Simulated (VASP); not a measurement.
# CuO (P1) in VASP: further runs

CuO is run at these levels: PBE; tasks: relaxation of the atoms.

Program: VASP 6.6.1. These are calculated values, not measurements. Logs are shortened: lines on timing, memory, paths and dates and some standing lists are left out, and cuts for length are marked.

## 1. The cell of the first run

The typed cell holds 4 atoms: a = 2.934 Å, b = 2.934 Å, c = 5.047 Å, α = 75.22°, β = 75.22°, γ = 61.34°.

## 2. Relaxation of the atoms, PBE

Contents of INCAR:

```
SYSTEM = CuO
  ALGO = Fast
  EDIFF = 1E-6
  EDIFFG = -0.01
  ENCUT = 520
  GGA = PE
  IBRION = 2
  ISIF = 2
  ISMEAR = -1
  LASPH = .True.
  LCHARG = .False.
  LREAL = .False.
  LWAVE = .False.
  NELM = 80
  NSW = 60
  PREC = Accurate
  SIGMA = 0.05
```

Contents of KPOINTS:

```
k-points
0
Gamma
  9 9 5
  0 0 0
```

Contents of POSCAR:

```
CuO
1.0
    0.0000000000     -2.1165600000     -2.0318976000
   -2.1165600000      0.0000000000     -2.0318976000
    2.1165600000      2.1165600000     -4.0637952000
Cu O
2 2
Direct
    0.5038875400      0.4769880100      0.4880064000
    0.0038875400      0.9769880100      0.9880064000
    0.7461124600      0.7730119900      0.7619936000
    0.2461124600      0.2730119900      0.2619936000
```

Potentials or basis: VASP PAW PBE potentials, release 64 (Cu, O).

Command:

```bash
cat potpaw_PBE.64/Cu/POTCAR potpaw_PBE.64/O/POTCAR > POTCAR
mpirun -np 1 vasp_std > vasp.out
```

OUTCAR:

```text
SYSTEM = CuO
   EDIFF = 1E-6
   EDIFFG = -0.01
   ENCUT = 520
   GGA = PE
   IBRION = 2
   ISIF = 2
   ISMEAR = -1
   LASPH = .True.
   LREAL = .False.
   NELM = 80
   NSW = 60
   PREC = Accurate

 ion  position               nearest neighbor table
   1  0.504  0.477  0.488-   4 1.86   4 2.06   3 2.08   4 2.17   3 2.19   3 2.21
   2  0.004  0.977  0.988-   3 1.86   3 2.06   4 2.08   3 2.17   4 2.19   4 2.21
   3  0.746  0.773  0.762-   2 1.86   2 2.06   1 2.08   2 2.17   1 2.19   1 2.21
   4  0.246  0.273  0.262-   1 1.86   1 2.06   2 2.08   1 2.17   2 2.19   2 2.21

  LATTYP: Found a base centered monoclinic cell.
 ALAT       =     5.0471857401
 B/A-ratio  =     0.5930568067
 C/A-ratio  =     1.0000000000
 COS(beta)  =    -0.2965672482

  Lattice vectors:

 A1 = (   0.0000000000,   2.1165600000,   2.0318976000)
 A2 = (   2.1165600000,   0.0000000000,   2.0318976000)
 A3 = (   2.1165600000,   2.1165600000,  -4.0637952000)

Analysis of symmetry for initial positions (statically):
=====================================================================
 Subroutine PRICEL returns following result:

  LATTYP: Found a body centered tetragonal cell.
 ALAT       =     2.9932678576
 C/A-ratio  =     1.3576450199

  Lattice vectors:

 A1 = (   2.1165600000,   0.0000000000,   2.0318976000)
 A2 = (  -2.1165600000,   0.0000000000,   2.0318976000)
 A3 = (   0.0000000000,  -2.1165600000,  -2.0318976000)

   2 primitive cells build up your supercell.

 Routine SETGRP: Setting up the symmetry group for a
 base centered monoclinic supercell.

 Subroutine GETGRP returns: Found  1 space group operations
 (whereof  1 operations were pure point group operations)
 out of a pool of  4 trial point group operations.

The static configuration has the point symmetry C_1 .

Analysis of symmetry for dynamics (positions and initial velocities):
=====================================================================
 Subroutine PRICEL returns following result:

  LATTYP: Found a body centered tetragonal cell.
 ALAT       =     2.9932678576
 C/A-ratio  =     1.3576450199

  Lattice vectors:

 A1 = (   2.1165600000,   0.0000000000,   2.0318976000)
 A2 = (  -2.1165600000,   0.0000000000,   2.0318976000)
 A3 = (   0.0000000000,  -2.1165600000,  -2.0318976000)

   2 primitive cells build up your supercell.

 Routine SETGRP: Setting up the symmetry group for a
 base centered monoclinic supercell.

 Subroutine GETGRP returns: Found  1 space group operations
 (whereof  1 operations were pure point group operations)
 out of a pool of  4 trial point group operations.

The dynamic configuration has the point symmetry C_1 .

 Subroutine INISYM returns: Found  1 space group operations
 (whereof  1 operations are pure point group operations),
 and found     2 'primitive' translations

----------------------------------------------------------------------------------------

                                     Primitive cell

  volume of cell :      18.2051

  direct lattice vectors                    reciprocal lattice vectors
     2.116560000  0.000000000  2.031897600     0.236232377 -0.236232377  0.246075393
    -2.116560000  0.000000000  2.031897600    -0.236232377 -0.236232377  0.246075393
     0.000000000 -2.116560000 -2.031897600     0.000000000 -0.472464754  0.000000000

  length of vectors
     2.934013308  2.934013308  2.934013308     0.414927187  0.414927187  0.472464754

  position of ions in fractional coordinates (direct lattice)
     0.035005590  0.023987200  0.015881140
     0.464994410  0.476012800  0.984118860

  ion indices of the primitive-cell ions
   primitive index   ion index
                 1           1
                 2           4

----------------------------------------------------------------------------------------

 KPOINTS: k-points

Automatic generation of k-mesh.
 Grid dimensions read from file:
 generate k-points for:    9    9    5

 Generating k-lattice:

  Cartesian coordinates                     Fractional coordinates (reciprocal lattice)
     0.013124021 -0.039372063 -0.013670855     0.111111111 -0.000000000 -0.000000000
    -0.039372063  0.013124021 -0.013670855    -0.000000000  0.111111111 -0.000000000
     0.023623238  0.023623238 -0.024607539    -0.000000000 -0.000000000  0.200000000

  Length of vectors
     0.043695441  0.043695441  0.041492719

  Shift w.r.t. Gamma in fractional coordinates (k-lattice)
     0.000000000  0.000000000  0.000000000

 Subroutine IBZKPT returns following result:
 ===========================================

 Found    203 irreducible k-points:

 Following reciprocal coordinates:
            Coordinates               Weight
  0.000000  0.000000  0.000000      1.000000
  0.111111 -0.000000  0.000000      2.000000
  0.000000 -0.111111 -0.000000      2.000000
  0.222222  0.000000  0.000000      2.000000
  0.000000 -0.222222  0.000000      2.000000
  0.333333 -0.000000  0.000000      2.000000
[... 16 lines left out ...]
 -0.111111  0.111111  0.000000      2.000000
  0.222222  0.222222  0.000000      2.000000
 [... further k-points ...]
   k-points           NKPTS =    203   k-points in BZ     NKDIM =    203   number of bands    NBANDS=     21
   number of dos      NEDOS =    301   number of ions     NIONS =      4
   total plane-waves  NPLWV =  23040
   dimension x,y,z NGX =    24 NGY =   24 NGZ =   40
   dimension x,y,z NGXF=    48 NGYF=   48 NGZF=   80
   ions per type =               2   2
   NGX,Y,Z   is equivalent  to a cutoff of  13.60, 13.60, 13.18 a.u.
   NGXF,Y,Z  is equivalent  to a cutoff of  27.20, 27.20, 26.35 a.u.
 SYSTEM =  CuO
   PREC   = accura    normal or accurate (medium, high low for compatibility)
   ISTART =      0    job   : 0-new  1-cont  2-samecut
   ICHARG =      2    charge: 1-file 2-atom 10-const
   ISPIN  =      1    spin polarized calculation?
   LNONCOLLINEAR =      F non collinear calculations
   LSORBIT =      F    spin-orbit coupling
   LASPH  =      T    aspherical Exc in radial PAW
   ENCUT  =  520.0 eV  38.22 Ry    6.18 a.u.   5.46  5.46  9.38*2*pi/ulx,y,z
   NELM   =     80;   NELMIN=  2; NELMDL= -5     # of ELM steps
   EDIFF  = 0.1E-05   stopping-criterion for ELM
   LREAL  =      F    real-space projection
   EDIFFG = -.1E-01   stopping-criterion for IOM
   NSW    =     60    number of steps for IOM
   IBRION =      2    ionic relax: 0-MD 1-quasi-New 2-CG
   NFREE  =      1    steps in history (QN), initial steepest desc. (CG)
   ISIF   =      2    stress and relaxation
   ISYM   =      2    0-nonsym 1-usesym 2-fastsym
   POTIM  = 0.5000    time-step for ionic-motion
   TEBEG  =    0.0;   TEEND  =   0.0 temperature during run
   PSTRESS=    0.0 pullay stress
   NELECT =      34.0000    total number of electrons
   NUPDOWN=      -1.0000    fix difference up-down
   EMIN   =  10.00;   EMAX   =-10.00  energy-range for DOS
   EFERMI =   0.00;   METHOD = LEGACY
   ISMEAR =    -1;   SIGMA  =   0.05  broadening in eV -4-tet -1-fermi 0-gaus
   EFERMI_NEDOS =   21; number of points for ismear=-14 and -15
   IALGO  =     68    algorithm
   IMIX   =      4    mixing-type and parameters
     AMIX     =   0.40;   BMIX     =  1.00
     AMIX_MAG =   1.60;   BMIX_MAG =  1.00
  volume/ion in A,a.u.               =       9.10        61.43
  Fermi-wavevector in a.u.,A,eV,Ry     =   1.600148  3.023841 34.837357  2.560474
  Thomas-Fermi vector in A             =   2.697329
   LORBIT       =      0    0 simple, 1 ext, 2 COOP (PROOUT), +10 PAW based schemes
   GGA     = PE    functional components
   LHFCALC =     F    Hartree Fock is set to
   AEXX    =    0.0000 exact exchange contribution
   IVDW    =     0    specifies the selected vdW correction
   LEPSILON=     F    determine dielectric tensor
   LRPA    =     F    only Hartree local field effects (RPA)
 conjugate gradient relaxation of ions
 non-spin polarized calculation
 RMM-DIIS sequential band-by-band and
  energy-cutoff  :      520.00
  volume of cell :       36.41
 maximum number of plane-waves:      1005
 NGX is ok and might be reduce to    24
   NGX = 11   NGY = 11   NGZ = 19

--------------------------------------- Ionic step        1  -------------------------------------------

 number of electron      33.9999973 magnetization

 Free energy of the ion-electron system (eV)
  ---------------------------------------------------
  ext. energy  EPLUGINS =         0.00000000
  ---------------------------------------------------
  free energy    TOTEN  =       -18.66295482 eV

  energy without entropy =      -18.63650604  energy(sigma->0) =      -18.64973043

------------------------ aborting loop because EDIFF is reached ----------------------------------------

  FORCE on cell =-STRESS in cart. coord.  units (eV):
  Direction    XX          YY          ZZ          XY          YZ          ZX
  --------------------------------------------------------------------------------------
  -------------------------------------------------------------------------------------
  Total        2.3717355      2.5779246      6.0735569      0.0553829      0.3533820     -0.2320073
  in kB      104.3647546    113.4378044    267.2579963      2.4370416     15.5500584    -10.2091433
  external PRESSURE =     161.6868518 kB  Pullay stress =       0.0000000 kB

 VOLUME and BASIS-vectors are now :
 -----------------------------------------------------------------------------
  energy-cutoff  :      520.00
  volume of cell :       36.41
      direct lattice vectors                 reciprocal lattice vectors
     0.000000000 -2.116560000 -2.031897600     0.118116189 -0.354348566 -0.123037696
    -2.116560000  0.000000000 -2.031897600    -0.354348566  0.118116189 -0.123037696
     2.116560000  2.116560000 -4.063795200     0.118116189  0.118116189 -0.123037696
[... 191 lines left out ...]
 POSITION                                       TOTAL-FORCE (eV/Angst)
 -----------------------------------------------------------------------------------
     -0.00015      0.00021     -4.06519         0.000946     -0.001118      0.027315
     -0.00015      0.00021     -0.00140         0.000946     -0.001118      0.027315
      0.00015     -0.00021     -6.09430        -0.000946      0.001118     -0.027315
      0.00015     -0.00021     -2.03050        -0.000946      0.001118     -0.027315
 -----------------------------------------------------------------------------------
    total drift:                               -0.000979      0.002130     -0.000074

  FREE ENERGIE OF THE ION-ELECTRON SYSTEM (eV)
  ---------------------------------------------------
  free  energy   TOTEN  =       -19.0146716045 eV

  energy  without entropy=      -18.9924860877  energy(sigma->0) =      -19.00357885

--------------------------------------- Ionic step        7  -------------------------------------------

 number of electron      33.9999964 magnetization

 Free energy of the ion-electron system (eV)
  ---------------------------------------------------
  ext. energy  EPLUGINS =         0.00000000
  ---------------------------------------------------
  free energy    TOTEN  =       -19.01474858 eV

  energy without entropy =      -18.99256531  energy(sigma->0) =      -19.00365695

 E-fermi :   6.8241     XC(G=0): -12.6606

 val. band max:        6.8123211428   @ k =  -0.0000  -0.0000   0.4000
 cond. band min:       6.8327467169   @ k =  -0.1111  -0.1111   0.4000
 fundamental gap:      0.0204255741
 Fermi energy:         6.8241266907

 k-point     1 :       0.0000    0.0000    0.0000
  band No.  band energies     occupation
      1     -13.1655      2.00000
      2     -11.7574      2.00000
      3      -1.1016      2.00000
      4       1.4969      2.00000
      5       1.6215      2.00000
      6       4.1260      2.00000
[... 13 lines left out ...]
     20      12.5783      0.00000
     21      16.7925      0.00000
[... 529 lines left out ...]
 k-point    24 :       0.2222    0.2222    0.0000
  band No.  band energies     occupation
      1     -12.6453      2.00000
      2     -11.6919      2.00000
      3      -0.2636      2.00000
      4       1.3780      2.00000
      5       1.3851      2.00000
      6       1.9728      2.00000
[... 13 lines left out ...]
     20      14.3011      0.00000
     21      16.4033      0.00000

 [... further k-points ...]

------------------------ aborting loop because EDIFF is reached ----------------------------------------

  FORCE on cell =-STRESS in cart. coord.  units (eV):
  Direction    XX          YY          ZZ          XY          YZ          ZX
  --------------------------------------------------------------------------------------
  -------------------------------------------------------------------------------------
  Total        2.0924912      2.0924750      3.1001635     -0.0223146     -0.0002830     -0.0002848
  in kB       92.0770171     92.0763059    136.4181632     -0.9819196     -0.0124517     -0.0125306
  external PRESSURE =     106.8571621 kB  Pullay stress =       0.0000000 kB

 VOLUME and BASIS-vectors are now :
 -----------------------------------------------------------------------------
  energy-cutoff  :      520.00
  volume of cell :       36.41
      direct lattice vectors                 reciprocal lattice vectors
     0.000000000 -2.116560000 -2.031897600     0.118116189 -0.354348566 -0.123037696
    -2.116560000  0.000000000 -2.031897600    -0.354348566  0.118116189 -0.123037696
     2.116560000  2.116560000 -4.063795200     0.118116189  0.118116189 -0.123037696

 POSITION                                       TOTAL-FORCE (eV/Angst)
 -----------------------------------------------------------------------------------
     -0.00005      0.00008     -4.06370         0.000545     -0.000809     -0.003931
      2.11651      0.00008     -6.09560         0.000545     -0.000809     -0.003931
      0.00005     -0.00008     -6.09578        -0.000545      0.000809      0.003931
      0.00005     -0.00008     -2.03199        -0.000545      0.000809      0.003931
 -----------------------------------------------------------------------------------
    total drift:                               -0.000424      0.000685     -0.011449

  FREE ENERGIE OF THE ION-ELECTRON SYSTEM (eV)
  ---------------------------------------------------
  free  energy   TOTEN  =       -19.0147485825 eV

  energy  without entropy=      -18.9925653121  energy(sigma->0) =      -19.00365695

 reached required accuracy - stopping structural energy minimisation
```

Wall time 16 min (1 thread of Oxide Virtual Turin-like, shared host); peak memory 0.23 GiB.

Results:

```
Free energy                  : -19.0147 eV
Energy gained by relaxing    : 87.9 meV/atom
Ionic steps                  : 7
Pressure after relaxing      : 10.7 GPa
Largest force after relaxing : 0.004 eV/Å
Band gap on the k mesh       : zero (bands 17 and 18 overlap by 0.98 eV)
```

Forces in eV/Å, atoms in the order of the input:
```
Cu   0.001 -0.001 -0.004
Cu   0.001 -0.001 -0.004
O   -0.001  0.001  0.004
O   -0.001  0.001  0.004
```

The path:
```
step  energy change (eV)  largest force (eV/Å)  pressure (GPa)
   1              0.0000                1.9283           16.17
   2             -0.3400                0.2713           10.69
   3             -0.3400                0.2702           10.82
   4             -0.3498                0.1128           10.40
   5             -0.3517                0.0277           10.41
   6             -0.3517                0.0274           10.61
   7             -0.3518                0.0041           10.69
```

Final structure:
```
Cu O
1.0
     0.00000   -2.11656   -2.03190
    -2.11656    0.00000   -2.03190
     2.11656    2.11656   -4.06380
Cu O
2 2
Direct
  0.49995 0.50002 0.49999
  0.99995 0.00002 0.99999
  0.75005 0.74998 0.75001
  0.25005 0.24998 0.25001
```

Caveat: semilocal functionals often make such compounds metallic where correlation or magnetic order opens a gap, which also shifts bond lengths.

## 3. Relaxation of the atoms, PBE

This run uses another cell than the first one, of 9.86 Å³/atom.

Contents of INCAR:

```
SYSTEM = CuO
PREC = Accurate
ENCUT = 520
EDIFF = 1E-6
ISMEAR = -1
SIGMA = 0.05
LREAL = .FALSE.
LASPH = .TRUE.
NELM = 100
ALGO = Fast
ISIF = 2
LWAVE = .FALSE.
LCHARG = .FALSE.
GGA = PE
IBRION = 2
NSW = 60
EDIFFG = -0.01
```

Contents of KPOINTS:

```
Automatic mesh
0
G
  9 9 5
  0 0 0
```

Contents of POSCAR:

```
CuO
1.0
    0.0000000000     -2.1165600000     -2.2012224000
   -2.1165600000      0.0000000000     -2.2012224000
    2.1165600000      2.1165600000     -4.4024448000
Cu O
2 2
Direct
    0.5038875400      0.4769880100      0.4880064000
    0.0038875400      0.9769880100      0.9880064000
    0.7461124600      0.7730119900      0.7619936000
    0.2461124600      0.2730119900      0.2619936000
```

Potentials or basis: VASP PAW PBE potentials, release 64 (Cu, O).

Command:

```bash
cat potpaw_PBE.64/Cu/POTCAR potpaw_PBE.64/O/POTCAR > POTCAR
mpirun -np 1 vasp_std > vasp.out
```

Run time: 13 min. Hardware: 1 thread of Oxide Virtual Turin-like, shared host; peak memory 0.24 GiB.

Results (log left out):

```yaml
Free_energy: -19.0702 eV
Energy_gained_by_relaxing: 42.2 meV/atom
Ionic_steps: 7
Pressure_after_relaxing: -4.7 GPa
Largest_force_after_relaxing: 0.008 eV/Å
Band_gap_on_the_k_mesh: zero (bands 17 and 18 overlap by 0.91 eV)
```

Forces in eV/Å, atoms in the order of the input:
```
Cu  -0.005  0.005 -0.004
Cu  -0.005  0.005 -0.004
O    0.005 -0.005  0.004
O    0.005 -0.005  0.004
```

Stress tensor (GPa, compression positive):
```
-4.50 -0.04  0.07
-0.04 -4.50  0.07
 0.07  0.07 -5.00
```

Step by step:
| step | energy change (eV) | largest force (eV/Å) | pressure (GPa) |
| --- | --- | --- | --- |
| 1 | 0.0000 | 0.8357 | -1.45 |
| 2 | -0.1075 | 0.4957 | -3.60 |
| 3 | -0.1679 | 0.0712 | -4.55 |
| 4 | -0.1680 | 0.0723 | -4.65 |
| 5 | -0.1689 | 0.0285 | -4.69 |
| 6 | -0.1689 | 0.0213 | -4.69 |
| 7 | -0.1690 | 0.0080 | -4.66 |

Final structure:
```
Cu O
1.0
     0.00000   -2.11656   -2.20122
    -2.11656    0.00000   -2.20122
     2.11656    2.11656   -4.40244
Cu O
2 2
Direct
  0.50010 0.49974 0.49993
  0.00010 0.99974 0.99992
  0.74990 0.75026 0.75008
  0.24990 0.25026 0.25007
```

Levels at points of the mesh, in eV from the Fermi level:
```tsv
k point	band 13	band 14	band 15	band 16	band 17	band 18	band 19	band 20	band 21
(0.00, 0.00, 0.00)	-2.12	-1.79	-1.77	-1.36	0.57	0.79	1.27	5.67	9.28
```

Caveat: semilocal functionals often make such compounds metallic where correlation or magnetic order opens a gap, which also shifts bond lengths.

The gap in the log of VASP goes by the Fermi energy; the results here count the filled bands.